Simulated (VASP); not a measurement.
The system is Se.

```
Se
1.0
     4.36620    0.00000    0.00000
    -2.18310    3.78124    0.00000
     0.00000    0.00000    4.95360
Se
3
Direct
  0.22540 0.00000 0.33333
  0.00000 0.22540 0.66667
  0.77460 0.77460 0.00000
```

* Program: VASP 6.6.1
* Task: relaxation of cell and atoms
* Functional: PBE
* Potentials or basis: VASP PAW PBE potentials, release 64 (Se)
* Cutoff: 600 eV
* k mesh: 9 × 9 × 7
* Occupations: fermi-dirac, width 0.05 eV
* Spin: no spin polarisation

At the start: pressure 2.9 GPa; volume 27.26 Å³/atom.

Question: Where does the relaxation end?

Answer: Over 15 steps the energy falls by 13.6 meV/atom and the volume is 29.81 Å³/atom (+9.4 %); space group P3_121 (No. 152, to 0.1 Å) before and after.

The path:
```tsv
step	energy change (eV)	largest force (eV/Å)	pressure (GPa)	volume (Å³)
1	0.0000	0.4334	2.91	81.78
2	-0.0048	0.5159	-2.12	87.77
3	-0.0350	0.0943	0.11	84.78
4	-0.0350	0.0851	0.15	84.72
5	-0.0363	0.0653	0.13	85.00
6	-0.0378	0.0064	0.09	85.81
7	-0.0383	0.0175	0.02	86.19
8	-0.0392	0.0512	-0.18	87.34
9	-0.0389	0.1150	-0.51	89.67
10	-0.0394	0.0761	-0.33	88.31
11	-0.0396	0.0725	-0.31	88.37
12	-0.0399	0.0597	-0.26	88.57
13	-0.0404	0.0343	-0.15	88.95
14	-0.0406	0.0204	0.09	89.72
15	-0.0407	0.0002	0.00	89.44
```

Final structure:
```xyz
3
Lattice="4.5238 0.0000 0.0000 -2.2619 3.9178 0.0000 0.0000 0.0000 5.0465" Properties=species:S:1:pos:R:3 pbc="T T T"
Se    0.9907    0.0000    1.6822
Se   -0.4953    0.8580    3.3643
Se    1.7666    3.0598    0.0000
```
